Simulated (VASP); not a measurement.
Input of a VASP 6.6.1 run:

File INCAR:

```
ALGO = Normal
EDIFF = 1E-6
ENCUT = 500
GGA = PE
GGA_COMPAT = False
ISIF = 2
ISMEAR = 0
LASPH = True
LCHARG = False
LREAL = False
LWAVE = False
NBANDS = 15
NELM = 120
PREC = Accurate
SIGMA = 0.02
```

The input KPOINTS:

```
k-points
0
Gamma
  6 6 6
```

POSCAR

```
KCl
1.0
    0.0000000000      3.0474039160      3.0474039160
    3.0474039160      0.0000000000      3.0474039160
    3.0474039160      3.0474039160      0.0000000000
K Cl
1 1
Direct
    0.0000000000      0.0000000000      0.0000000000
    0.5000000000      0.5000000000      0.5000000000
```

Potentials or basis: VASP PAW PBE potentials, release 64 (K_sv, Cl).

The run is started by

```bash
$ cat potpaw_PBE.64/K_sv/POTCAR potpaw_PBE.64/Cl/POTCAR > POTCAR
$ mpirun -np 1 vasp_std > vasp.out
```

Task: Predict the band gap on the k mesh.

Result: 5.54 eV.

Task: Predict the pressure.

Result: 3.2 GPa.

Caveat: the cell differs from its parent crystal (strained); the cell stands under pressure.
